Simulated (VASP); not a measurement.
# C (P-1) in VASP: a series of runs

Runs on C. Level: PBE+D3(BJ). Tasks: single point.

Program: VASP 6.6.1. These are calculated values, not measurements. Logs are shortened: lines on timing, memory, paths and dates and some standing lists are left out, and cuts for length are marked.

**1. The cell of the first run**

The typed cell holds 10 atoms: a = 3.650 Å, b = 2.465 Å, c = 12.391 Å, α = 91.90°, β = 76.25°, γ = 90.00°.

**2. Single point, PBE+D3(BJ)**

File INCAR:

```
SYSTEM = C
  PREC = Accurate
  ENCUT = 520
  EDIFF = 1E-6
  ISMEAR = 0
  SIGMA = 0.05
  LREAL = .False.
  LASPH = .True.
  NELM = 80
  ALGO = Normal
  ISIF = 2
  LWAVE = .False.
  LCHARG = .True.
  GGA = PE
  IVDW = 12
  LELF = .True.
  LVHAR = .True.
  NBANDS = 31
```

File KPOINTS:

```
regular mesh
0
Gamma
  7 11 3
  0 0 0
```

File POSCAR:

```
C
1.0
    0.0000000000      1.4231463890     -3.3609366400
   -2.4649618524      0.0000000000      0.0000000000
    0.4108269754     12.2250815633      1.9781396203
C
10
Direct
    0.1169984107      1.5180224129      0.7081344776
    0.7322609350      0.4090750746      0.0544504475
    0.8284453039      0.9363119092      0.2178714550
   -0.0753703271      0.4635487438      0.3812924625
    0.0208140418      0.9907855783      0.5447134701
    0.7639234340      0.9181617600      0.1089705600
   -0.1398921971      0.4453985946      0.2723915676
   -0.0437078281      0.9726354292      0.4358125751
    0.0524765408      0.4998722638      0.5992335826
    0.1486609097      1.0271090984      0.7626545901
```

Potentials or basis: VASP PAW PBE potentials, release 64 (C).

Launch:

```console
$ cat potpaw_PBE.64/C/POTCAR > POTCAR
$ mpirun -np 1 vasp_std > vasp.out
```

OUTCAR:

```text
SYSTEM = C
   PREC = Accurate
   ENCUT = 520
   EDIFF = 1E-6
   ISMEAR = 0
   LREAL = .False.
   LASPH = .True.
   NELM = 80
   ISIF = 2
   GGA = PE
   IVDW = 12
 IVDW          = 12

 ion  position               nearest neighbor table
   1  0.117  0.518  0.708-  10 1.42  10 1.42   9 1.42
   2  0.732  0.409  0.054-   6 1.42   6 1.42
   3  0.828  0.936  0.218-   7 1.42   7 1.42   6 1.42
   4  0.925  0.464  0.381-   7 1.42   8 1.42   8 1.42
   5  0.021  0.991  0.545-   9 1.42   9 1.42   8 1.42
   6  0.764  0.918  0.109-   2 1.42   2 1.42   3 1.42
   7  0.860  0.445  0.272-   4 1.42   3 1.42   3 1.42
   8  0.956  0.973  0.436-   4 1.42   4 1.42   5 1.42
   9  0.052  0.500  0.599-   5 1.42   5 1.42   1 1.42
  10  0.149  0.027  0.763-   1 1.42   1 1.42

  LATTYP: Found a triclinic cell.
 ALAT       =     4.4042340624
 B/A-ratio  =     0.5596800301
 C/A-ratio  =     2.7374523274
 COS(alpha) =     0.0340754811
 COS(beta)  =     0.0675008289
 COS(gamma) =     0.5596800301

  Lattice vectors:

 A1 = (   2.4649618524,  -1.4231463890,   3.3609366400)
 A2 = (   2.4649618524,   0.0000000000,   0.0000000000)
 A3 = (   0.4108269754,  10.8019351743,   5.3390762603)

Analysis of symmetry for initial positions (statically):
=====================================================================
 Subroutine PRICEL returns:
 Original cell was already a primitive cell.

 Routine SETGRP: Setting up the symmetry group for a
 triclinic supercell.

 Subroutine GETGRP returns: Found  2 space group operations
 (whereof  1 operations were pure point group operations)
 out of a pool of  2 trial point group operations.

The static configuration has the point symmetry C_1 .
 The point group associated with its full space group is S_2 .

Analysis of symmetry for dynamics (positions and initial velocities):
=====================================================================
 Subroutine PRICEL returns:
 Original cell was already a primitive cell.

 Routine SETGRP: Setting up the symmetry group for a
 triclinic supercell.

 Subroutine GETGRP returns: Found  2 space group operations
 (whereof  1 operations were pure point group operations)
 out of a pool of  2 trial point group operations.

The dynamic configuration has the point symmetry C_1 .
 The point group associated with its full space group is S_2 .

 Subroutine INISYM returns: Found  2 space group operations
[... 119 lines left out ...]
   ISIF   =      2    stress and relaxation
   ISYM   =      2    0-nonsym 1-usesym 2-fastsym
   POTIM  = 0.5000    time-step for ionic-motion
   TEBEG  =    0.0;   TEEND  =   0.0 temperature during run
   PSTRESS=    0.0 pullay stress
   NELECT =      40.0000    total number of electrons
   NUPDOWN=      -1.0000    fix difference up-down
   EMIN   =  10.00;   EMAX   =-10.00  energy-range for DOS
   EFERMI =   0.00;   METHOD = LEGACY
   ISMEAR =     0;   SIGMA  =   0.05  broadening in eV -4-tet -1-fermi 0-gaus
   EFERMI_NEDOS =   21; number of points for ismear=-14 and -15
   IALGO  =     38    algorithm
   IMIX   =      4    mixing-type and parameters
     AMIX     =   0.40;   BMIX     =  1.00
     AMIX_MAG =   1.60;   BMIX_MAG =  1.00
  volume/ion in A,a.u.               =      10.82        73.03
  Fermi-wavevector in a.u.,A,eV,Ry     =   1.174880  2.220202 18.780721  1.380344
  Thomas-Fermi vector in A             =   2.311270
   LORBIT       =      0    0 simple, 1 ext, 2 COOP (PROOUT), +10 PAW based schemes
   GGA     = PE    functional components
   LHFCALC =     F    Hartree Fock is set to
   AEXX    =    0.0000 exact exchange contribution
   IVDW    =    12    specifies the selected vdW correction
   LEPSILON=     F    determine dielectric tensor
   LRPA    =     F    only Hartree local field effects (RPA)
 non-spin polarized calculation
 Gauss-broadening in eV      SIGMA  =   0.05
  energy-cutoff  :      520.00
  volume of cell :      108.22
 maximum number of plane-waves:      2938
   NGX = 13   NGY =  9   NGZ = 45

 number of electron      40.0000003 magnetization

 Free energy of the ion-electron system (eV)
  ---------------------------------------------------
  ext. energy  EPLUGINS =         0.00000000
  ---------------------------------------------------
  free energy    TOTEN  =       -85.68727716 eV

  energy without entropy =      -85.68601849  energy(sigma->0) =      -85.68664783

 E-fermi :   2.2667     XC(G=0):  -9.2378

 val. band max:        2.2440008741   @ k =   0.4286   0.0000  -0.0000
 cond. band min:       2.2903314360   @ k =   0.0000   0.3636   0.0000
 fundamental gap:      0.0463305619
 Fermi energy:         2.2667193764

 k-point     1 :       0.0000    0.0000    0.0000
  band No.  band energies     occupation
      1     -17.0242      2.00000
      2     -16.2433      2.00000
      3     -15.0928      2.00000
      4     -13.5830      2.00000
      5     -12.0951      2.00000
      6      -9.2488      2.00000
[... 805 lines left out ...]
     30      11.6306      0.00000
     31      11.8752      0.00000

 [... further k-points ...]

------------------------ aborting loop because EDIFF is reached ----------------------------------------

 Edisp (eV)   -1.38125

 E8    (eV) :    -0.3935

  FORCE on cell =-STRESS in cart. coord.  units (eV):
  Direction    XX          YY          ZZ          XY          YZ          ZX
  --------------------------------------------------------------------------------------
  -------------------------------------------------------------------------------------
  Total      -0.66058    -0.58501    -0.78088     0.13860    -0.69480     0.09063
  in kB      -9.77981    -8.66104   -11.56095     2.05201   -10.28647     1.34183
  external pressure =      -10.00 kB  Pullay stress =        0.00 kB

 VOLUME and BASIS-vectors are now :
 -----------------------------------------------------------------------------
  energy-cutoff  :      520.00
  volume of cell :      108.22
      direct lattice vectors                 reciprocal lattice vectors
     0.000000000  1.423146389 -3.360936640     0.000000000  0.045057145 -0.278457224
    -2.464961852  0.000000000  0.000000000    -0.405685791  0.012758975  0.005402628
     0.410826975 12.225081563  1.978139620     0.000000000  0.076553852  0.032415767

 POSITION                                       TOTAL-FORCE (eV/Angst)
 -----------------------------------------------------------------------------------
     -0.98598      8.82351      1.00756         0.010427      2.339397      0.162594
     -0.98598      1.70778     -2.35337         0.048993      1.142243     -0.314059
     -2.21847      3.84250     -2.35337         0.005173      0.720036      0.141230
     -0.98598      5.97721     -2.35337         0.000131      0.079150     -0.004458
     -2.21847      6.68879      1.00756         0.000448      0.077323      0.012279
     -2.21847      2.41935     -2.35194        -0.010427     -2.339397     -0.162594
     -0.98598      4.55407     -2.35194        -0.000448     -0.077323     -0.012279
     -2.21847      6.68879     -2.35194        -0.000131     -0.079150      0.004458
     -0.98598      7.40036      1.00900        -0.005173     -0.720036     -0.141230
      0.24650      9.53508      1.00900        -0.048993     -1.142243      0.314059
 -----------------------------------------------------------------------------------
    total drift:                                0.000044      0.000020     -0.000001

  FREE ENERGIE OF THE ION-ELECTRON SYSTEM (eV)
  ---------------------------------------------------
  free  energy   TOTEN  =       -87.0685253284 eV

  energy  without entropy=      -87.0672666550  energy(sigma->0) =      -87.06789599
```

stdout:

```text
POSCAR found type information on POSCAR C
 POSCAR found :  1 types and      10 ions
 scaLAPACK will be used
 LDA part: xc-table for (Slater+PW92), standard interpolation
 POSCAR, INCAR and KPOINTS ok, starting setup
 FFT: planning ... GRIDC
 FFT: planning ... GRID_SOFT
 FFT: planning ... GRID
 WAVECAR not read
 entering main loop
```

Wall time 9.8 min (1 thread of Oxide Virtual Turin-like, shared host); peak memory 0.35 GiB.

What came out:

```yaml
Free_energy: -87.0685 eV
Pressure: -1.0 GPa
Largest_force: 2.345 eV/Å
Band_gap_on_the_k_mesh: 0.05 eV, indirect (least direct gap 0.10 eV)
Dispersion_energy_per_atom: -0.138 eV
```

Forces in eV/Å, atoms in the order of the input:
```
C    0.010  2.339  0.163
C    0.049  1.142 -0.314
C    0.005  0.720  0.141
C    0.000  0.079 -0.004
C    0.000  0.077  0.012
C   -0.010 -2.339 -0.163
C    0.000 -0.077 -0.012
C    0.000 -0.079  0.004
C   -0.005 -0.720 -0.141
C   -0.049 -1.142  0.314
```

Stress tensor (GPa, compression positive):
```
-0.98  0.21  0.13
 0.21 -0.87 -1.03
 0.13 -1.03 -1.16
```

Caveat: forces of over 1 eV/Å act on the atoms, so gaps and moduli don't describe the material at rest. A k mesh can miss the band edges.

**3. Single point, PBE+D3(BJ)**

This run uses another cell than the first one, of the same volume but with other edges.

File INCAR:

```
SYSTEM = C
PREC = Accurate ; ENCUT = 520
EDIFF = 1E-7 ; ISMEAR = 0
SIGMA = 0.05 ; LREAL = .FALSE.
LASPH = .TRUE. ; NELM = 60
ALGO = Normal ; ISIF = 2
LWAVE = .FALSE. ; LCHARG = .FALSE.
GGA = PE ; IVDW = 12
NBANDS = 31
```

File KPOINTS:

```
regular mesh
0
G
  7 11 3
  0 0 0
```

File POSCAR:

```
C
1.0
    0.0000000000      1.4231463890     -3.3609366400
   -2.4649618524      0.0000000000      0.0000000000
   -0.8216539508     11.5135083688      3.6586079403
C
10
Direct
    0.4710656495      1.1639551741      0.7081344776
    0.7594861587      0.3818498508      0.0544504475
    0.9373810314      0.8273761817      0.2178714550
    0.1152759041      0.2729025125      0.3812924625
    0.2931707768      0.7184288433      0.5447134701
    0.8184087140      0.8636764800      0.1089705600
   -0.0036964133      0.3092028108      0.2723915676
    0.1741984594      0.7547291416      0.4358125751
    0.3520933321      0.2002554725      0.5992335826
    0.5299882048      0.6457818033      0.7626545901
```

Potentials or basis: VASP PAW PBE potentials, release 64 (C).

Launch:

```console
$ cat potpaw_PBE.64/C/POTCAR > POTCAR
$ mpirun -np 1 vasp_std > vasp.out
```

OUTCAR:

```text
SYSTEM = C
   PREC = Accurate
   ENCUT = 520
   EDIFF = 1E-7
   ISMEAR = 0
   LREAL = .FALSE.
   LASPH = .TRUE.
   NELM = 60
   ISIF = 2
   GGA = PE
   IVDW = 12
 IVDW          = 12

 ion  position               nearest neighbor table
   1  0.471  0.164  0.708-  10 1.42  10 1.42   9 1.42
   2  0.759  0.382  0.054-   6 1.42   6 1.42
   3  0.937  0.827  0.218-   7 1.42   7 1.42   6 1.42
   4  0.115  0.273  0.381-   7 1.42   8 1.42   8 1.42
   5  0.293  0.718  0.545-   9 1.42   9 1.42   8 1.42
   6  0.818  0.864  0.109-   2 1.42   2 1.42   3 1.42
   7  0.996  0.309  0.272-   4 1.42   3 1.42   3 1.42
   8  0.174  0.755  0.436-   4 1.42   4 1.42   5 1.42
   9  0.352  0.200  0.599-   5 1.42   5 1.42   1 1.42
  10  0.530  0.646  0.763-   1 1.42   1 1.42

  LATTYP: Found a triclinic cell.
 ALAT       =     3.6498274949
 B/A-ratio  =     1.2066964996
 C/A-ratio  =     3.3404530147
 COS(alpha) =     0.0007145141
 COS(beta)  =     0.0918910611
 COS(gamma) =     0.8287087932

  Lattice vectors:

[... 204 lines left out ...]
  band No.  band energies     occupation
      1     -17.0209      2.00000
      2     -16.2476      2.00000
      3     -15.0992      2.00000
      4     -13.5930      2.00000
      5     -12.0988      2.00000
      6      -9.2544      2.00000
[... 805 lines left out ...]
     30      11.7206      0.00000
     31      12.4154      0.00000

 [... further k-points ...]

------------------------ aborting loop because EDIFF is reached ----------------------------------------

 Edisp (eV)   -1.38048

 E8    (eV) :    -0.3931

  FORCE on cell =-STRESS in cart. coord.  units (eV):
  Direction    XX          YY          ZZ          XY          YZ          ZX
  --------------------------------------------------------------------------------------
  -------------------------------------------------------------------------------------
  Total      -0.73137    -1.48071    -0.17354    -0.09625    -0.24524    -0.00641
  in kB     -10.82797   -21.92181    -2.56931    -1.42495    -3.63073    -0.09490
  external pressure =      -11.77 kB  Pullay stress =        0.00 kB

 VOLUME and BASIS-vectors are now :
 -----------------------------------------------------------------------------
  energy-cutoff  :      520.00
  volume of cell :      108.22
      direct lattice vectors                 reciprocal lattice vectors
     0.000000000  1.423146389 -3.360936640     0.000000000  0.083334071 -0.262249341
    -2.464961852  0.000000000  0.000000000    -0.405685791 -0.025517951 -0.010805256
    -0.821653951 11.513508369  3.658607940     0.000000000  0.076553852  0.032415767

 POSITION                                       TOTAL-FORCE (eV/Angst)
 -----------------------------------------------------------------------------------
     -0.98598      8.82351      1.00756        -0.007121      2.414014      0.123494
     -0.98598      1.70778     -2.35337        -0.029539      1.027094      0.010767
     -2.21847      3.84250     -2.35337        -0.003051      0.736447      0.035595
     -0.98598      4.55407      1.00756        -0.000267      0.099125      0.010599
     -2.21847      6.68879      1.00756        -0.000481      0.096138      0.009131
     -2.21847      2.41935     -2.35194         0.007121     -2.414014     -0.123494
     -0.98598      4.55407     -2.35194         0.000481     -0.096138     -0.009131
     -2.21847      5.26564      1.00900         0.000267     -0.099125     -0.010599
     -0.98598      7.40036      1.00900         0.003051     -0.736447     -0.035595
     -2.21847      9.53508      1.00900         0.029539     -1.027094     -0.010767
 -----------------------------------------------------------------------------------
    total drift:                               -0.000002      0.000004     -0.000003

  FREE ENERGIE OF THE ION-ELECTRON SYSTEM (eV)
  ---------------------------------------------------
  free  energy   TOTEN  =       -87.1063761741 eV

  energy  without entropy=      -87.1042779524  energy(sigma->0) =      -87.10532706
```

stdout:

```text
POSCAR found type information on POSCAR C
 POSCAR found :  1 types and      10 ions
 scaLAPACK will be used
 LDA part: xc-table for (Slater+PW92), standard interpolation
 POSCAR, INCAR and KPOINTS ok, starting setup
 FFT: planning ... GRIDC
 FFT: planning ... GRID_SOFT
 FFT: planning ... GRID
 WAVECAR not read
 entering main loop
```

Run time: 13 min. Hardware: 1 thread of Oxide Virtual Turin-like, shared host; peak memory 0.33 GiB.

What came out:

```yaml
Free_energy: -87.1064 eV
Pressure: -1.2 GPa
Largest_force: 2.417 eV/Å
Band_gap_on_the_k_mesh: 0.03 eV, direct
Dispersion_energy_per_atom: -0.138 eV
```

Forces in eV/Å, atoms in the order of the input:
```
C   -0.007  2.414  0.123
C   -0.030  1.027  0.011
C   -0.003  0.736  0.036
C    0.000  0.099  0.011
C    0.000  0.096  0.009
C    0.007 -2.414 -0.123
C    0.000 -0.096 -0.009
C    0.000 -0.099 -0.011
C    0.003 -0.736 -0.036
C    0.030 -1.027 -0.011
```

Caveat: forces of over 1 eV/Å act on the atoms, so gaps and moduli don't describe the material at rest. A k mesh can miss the band edges.

**4. Single point, PBE+D3(BJ)**

File INCAR:

```
PREC = Accurate
ENCUT = 520
EDIFF = 1E-6
ISMEAR = 0
SIGMA = 0.05
LREAL = False
LASPH = True
NELM = 80
ALGO = Normal
ISIF = 2
LWAVE = False
LCHARG = False
GGA = PE
IVDW = 12
NBANDS = 31
```

File KPOINTS:

```
regular mesh
0
Gamma
  7 11 3
```

File POSCAR:

```
C
1.0
    0.0000000000      1.4231463890     -3.3609366400
   -2.4649618524      0.0000000000      0.0000000000
    0.8216539508     12.4622726282      1.4179835136
C
10
Direct
   -0.0010240022      1.6360448259      0.7081344776
    0.7231858604      0.4181501492      0.0544504475
    0.7921333947      0.9726238183      0.2178714550
   -0.1389190709      0.5270974875      0.3812924625
   -0.0699715365      1.0815711567      0.5447134701
    0.7457616740      0.9363235200      0.1089705600
   -0.1852907917      0.4907971892      0.2723915676
   -0.1163432573      1.0452708584      0.4358125751
   -0.0473957230      0.5997445275      0.5992335826
    0.0215518114      1.1542181967      0.7626545901
```

Launch:

```console
$ cat potpaw_PBE.64/C/POTCAR > POTCAR
$ mpirun -np 1 vasp_std > vasp.out
```

Wall time 12 min (1 thread of Oxide Virtual Turin-like, shared host); peak memory 0.35 GiB.

Results (log left out):

```yaml
Free_energy: -87.1713 eV
Pressure: -1.3 GPa
Largest_force: 2.415 eV/Å
Band_gap_on_the_k_mesh: 0.03 eV, indirect (least direct gap 0.05 eV)
Dispersion_energy_per_atom: -0.138 eV
```

Forces on the atoms (eV/Å):
```
C    0.012  2.407  0.188
C    0.056  1.002 -0.269
C    0.006  0.737  0.122
C    0.000  0.103 -0.001
C    0.001  0.105  0.010
C   -0.012 -2.407 -0.188
C   -0.001 -0.105 -0.010
C    0.000 -0.103  0.001
C   -0.006 -0.737 -0.122
C   -0.056 -1.002  0.269
```

Stress tensor (GPa, compression positive):
```
-1.14  0.25  0.10
 0.25 -2.02 -1.24
 0.10 -1.24 -0.88
```

Levels at points of the mesh, in eV from the valence-band top:
```
           k point  band 18  band 19  band 20  band 21  band 22  band 23
(0.00, 0.00, 0.00)    -2.95    -2.73    -0.38     0.47     2.46     4.64
```

Caveat: forces of over 1 eV/Å act on the atoms, so gaps and moduli don't describe the material at rest. A k mesh can miss the band edges.

**5. The runs side by side**

| cell | gap on the mesh (eV) | pressure (GPa) | largest force (eV/Å) |
| --- | --- | --- | --- |
| a = 3.650, b = 2.465, c = 12.391 Å, angles 91.9, 76.2, 90.0°, 10 atoms | 0.05 | -1.0 | 2.35 |
| a = 3.650, b = 2.465, c = 12.109 Å, angles 86.1, 84.7, 90.0°, 10 atoms | 0.03 | -1.2 | 2.42 |
| a = 3.650, b = 2.465, c = 12.570 Å, angles 93.7, 73.6, 90.0°, 10 atoms | 0.03 | -1.3 | 2.41 |

Alike in all rows: task single point; level PBE+D3(BJ); potentials or basis VASP PAW PBE potentials, release 64 (C); no spin polarisation; k mesh 7 × 11 × 3; cutoff (eV) 520; smearing gaussian 0.05 eV.

Caveats: forces of over 1 eV/Å act on the atoms, so gaps and moduli don't describe the material at rest.

Total energies depend on the potentials used, so only differences within one code and one set of settings carry meaning.
